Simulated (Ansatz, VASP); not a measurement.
**Ca2Au2Br: VASP beside Ansatz**

INCAR

```
SYSTEM = Ca2Au2Br
  PREC = Accurate
  ENCUT = 520
  EDIFF = 1E-7
  ISMEAR = -1
  SIGMA = 0.1
  LREAL = .FALSE.
  LASPH = .TRUE.
  NELM = 100
  ALGO = Normal
  ISIF = 2
  LWAVE = .FALSE.
  LCHARG = .FALSE.
  GGA = PE
  NBANDS = 60
```

Contents of KPOINTS:

```
Automatic mesh
0
G
  5 5 9
  0 0 0
```

POSCAR

```
Ca2Au2Br
1.0
    7.9409560000      0.0000000000      0.0000000000
    0.0000000000      7.9409560000      0.0000000000
    0.0000000000      0.0000000000      3.7792160000
Ca Au Br
4 4 2
Direct
    0.1733000000      0.6733000000      0.5000000000
    0.3267000000      0.1733000000      0.5000000000
    0.8267000000      0.3267000000      0.5000000000
    0.6733000000      0.8267000000      0.5000000000
    0.6228400000      0.1228400000      0.0000000000
    0.8771600000      0.6228400000      0.0000000000
    0.3771600000      0.8771600000      0.0000000000
    0.1228400000      0.3771600000      0.0000000000
    0.0000000000      0.0000000000      0.0000000000
    0.5000000000      0.5000000000      0.0000000000
```

Input for Ansatz:

```yaml
crystal:
  lattice:
    - [7.940956, 0.0, 0.0]
    - [0.0, 7.940956, 0.0]
    - [0.0, 0.0, 3.779216]
  atoms:
    - { symbol: Ca, position: [0.1733, 0.6733, 0.5] }
    - { symbol: Ca, position: [0.3267, 0.1733, 0.5] }
    - { symbol: Ca, position: [0.8267, 0.3267, 0.5] }
    - { symbol: Ca, position: [0.6733, 0.8267, 0.5] }
    - { symbol: Au, position: [0.62284, 0.12284, 0.0] }
    - { symbol: Au, position: [0.87716, 0.62284, 0.0] }
    - { symbol: Au, position: [0.37716, 0.87716, 0.0] }
    - { symbol: Au, position: [0.12284, 0.37716, 0.0] }
    - { symbol: Br, position: [0.0, 0.0, 0.0] }
    - { symbol: Br, position: [0.5, 0.5, 0.0] }
  symmetry: { tolerance: 0.0003 }
kpoints:
  mp_grid: { grid: [5, 5, 9], shift: [0, 0, 0] }
  band_path:
    path:
      - [0.0, 0.0, 0.0]
      - [0.0, 0.5, 0.0]
      - [0.5, 0.5, 0.0]
      - [0.0, 0.0, 0.0]
      - [0.0, 0.0, 0.5]
      - [0.0, 0.5, 0.5]
      - [0.5, 0.5, 0.5]
      - [0.0, 0.0, 0.5]
      - [0.0, 0.5, 0.0]
      - [0.0, 0.5, 0.5]
      - [0.5, 0.5, 0.0]
    npoints: 6
magnetization:
  spin_polarized: false
scf:
  occupations: { method: fermi_dirac }
  lower_state_search: "off"
  max_iter: 200
hamiltonian:
  pseudopotentials: { kind: paw }
  xc: pbe
basis:
  ecutwfc: 420
  fft_grid_basis: typed
output:
  forces: true
  stress: true
  eigenvalues: true
  bader: true
  populations: true
  elf: true
  write_potential: true
  volumetric_format: npy
  dos:
    e_range: [-12, 8]
    de: 0.05
    projected: { site_lists: { Au: [Au], Br: [Br], Ca: [Ca] } }
checkpoint:
  read: saved_state
```

Alike in both runs: task single point; functional PBE; k mesh 5 × 5 × 9; no spin polarisation.

|  | VASP | Ansatz |
| --- | --- | --- |
| version | VASP 6.6.1 | Ansatz 0.2.0 |
| potentials or method | VASP PAW PBE potentials, release 64 (Ca_sv, Au, Br), cutoff 520 eV | PAW plane waves |
| occupations | fermi-dirac, width 0.1 eV | fermi-dirac |
| valence electrons in the cell | 98 | 130 |

|  | VASP | Ansatz | Ansatz less VASP |
| --- | --- | --- | --- |
| pressure (GPa) | 5.1 | 5.1 | -0.04 |
| traceless stress, the component that is largest in VASP (GPa) | -2.28 | -2.30 | -0.023 |
| rms of the force components (eV/Å) | 0.009 | 0.008 | -0.0011 |

Atom by atom the forces differ by 0.002 eV/Å (rms over components). VASP's potentials hold 98 valence electrons a cell and Ansatz's 130, so a difference there can come from the potentials and not from the codes.

Spin-orbit coupling is off throughout.
